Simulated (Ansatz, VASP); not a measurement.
**Two plane-wave programs on Al2SiF2**

```
Al Si F
1.0
     4.20732    0.00000    0.00000
    -2.10366    3.64365    0.00000
     0.00000    0.00000    7.95661
Al Si F
2 1 2
Direct
  0.66667 0.33333 0.00000
  0.33333 0.66667 0.50000
  0.66667 0.33333 0.50000
  0.66667 0.33333 0.77067
  0.66667 0.33333 0.22933
```

Alike in both runs: functional PBE; k mesh 4 × 4 × 2; occupations gaussian, width 0.15 eV; no spin polarisation.

Ansatz relaxed the structure, and its values are those at the end. VASP's run is a single point on that final structure, the one shown.

```csv
,VASP,Ansatz
version,VASP 6.6.1,Ansatz 0.2.0
potentials or method,"VASP PAW PBE potentials, release 64 (Al, Si, F), cutoff 600 eV","scalar-relativistic, plane waves, PAW"
valence electrons in the cell,24,24
```

|  | VASP | Ansatz | Ansatz less VASP |
| --- | --- | --- | --- |
| gap on the k mesh at the Fermi level (eV) | none | none | - |
| pressure (GPa) | 0.4 | 0.5 | +0.07 |
| rms of the force components (eV/Å) | 0.025 | 0.008 | -0.0171 |

A gap of «none» marks a metal or a gap that the smearing closes.

The k mesh is coarse, so the values compare programs but aren't converged.
